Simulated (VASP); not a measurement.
Crystal: Sb2Pt.

```xyz
6
Lattice="5.1596 0.0000 0.0000 0.0000 6.2972 0.0000 0.0000 0.0000 3.9312" Properties=species:S:1:pos:R:3 pbc="T T T"
Sb    1.0340    2.3848    0.0000
Sb    4.1256    3.9125    0.0000
Sb    3.6138    0.7639    1.9656
Sb    1.5458    5.5334    1.9656
Pt    0.0000    0.0000    0.0000
Pt    2.5798    3.1486    1.9656
```

```yaml
Program: VASP 6.6.1
Task: relaxation of cell and atoms
Functional: PBE
Potentials_or_basis: VASP PAW PBE potentials, release 64 (Sb, Pt)
Cutoff: 600 eV
k_mesh: 4 × 4 × 4
Occupations: gaussian, width 0.1 eV
Spin: no spin polarisation
```

At the start: pressure 19.4 GPa; volume 21.29 Å³/atom.

How do energy, volume and symmetry change on relaxing?

Over 11 steps the energy falls by 217.8 meV/atom and the volume is 24.36 Å³/atom (+14.5 %); space group Pnnm (No. 58, to 0.1 Å) before and after.

Step by step:
```tsv
step	energy change (eV)	largest force (eV/Å)	pressure (GPa)	volume (Å³)
1	0.0000	2.1866	19.41	127.73
2	0.4174	0.1701	-12.29	181.54
3	-1.2280	0.5505	-1.72	148.83
4	-1.2326	0.5950	-1.02	147.70
5	-1.2329	0.6124	-0.75	147.27
6	-1.2861	0.2305	0.21	145.77
7	-1.2913	0.0843	0.68	145.14
8	-1.2987	0.0363	-0.48	146.88
9	-1.2987	0.0359	-0.44	146.81
10	-1.3052	0.0307	-0.21	146.46
11	-1.3070	0.0400	-0.06	146.19
```

Final structure:
```
CELL_PARAMETERS angstrom
5.35495 0.00000 0.00000
0.00000 6.55518 0.00000
0.00000 0.00000 4.16457
ATOMIC_POSITIONS crystal
Sb 0.21667 0.36916 0.00000
Sb 0.78333 0.63084 0.00000
Sb 0.71667 0.13084 0.50000
Sb 0.28333 0.86916 0.50000
Pt 0.00000 0.00000 0.00000
Pt 0.50000 0.50000 0.50000
```

Caveat: the k points lie up to 0.38 Å⁻¹ apart in the final cell, too coarse for converged energies and pressures of a metal.
